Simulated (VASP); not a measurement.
Here is a VASP 6.6.1 calculation.

INCAR

```
PREC = Accurate
ENCUT = 520
EDIFF = 1E-6
ISMEAR = -1
SIGMA = 0.08
LREAL = F
LASPH = T
NELM = 60
ALGO = Normal
ISIF = 2
LWAVE = F
LCHARG = F
GGA = PS
NBANDS = 11
```

File KPOINTS:

```
regular mesh
0
Gamma
  11 11 11
```

Contents of POSCAR:

```
Sr
1.0
   -2.1256323524      2.1256323524      2.1256323524
    2.1256323524     -2.1256323524      2.1256323524
    2.1256323524      2.1256323524     -2.1256323524
Sr
1
Direct
    0.0000000000      0.0000000000      0.0000000000
```

Potentials or basis: VASP PAW PBE potentials, release 64 (Sr_sv).

The run is started by

```bash
$ cat potpaw_PBE.64/Sr_sv/POTCAR > POTCAR
$ mpirun -np 1 vasp_std > vasp.out
```

Question: Estimate the band gap on the k mesh.

Answer: Zero (band 5 reaches 3.29 eV, above the bottom of band 6 at 2.19 eV).

Question: Estimate the pressure.

Answer: 5.6 GPa.

Caveat: the PAW data sets were made with another functional, which shifts forces and pressure a little.
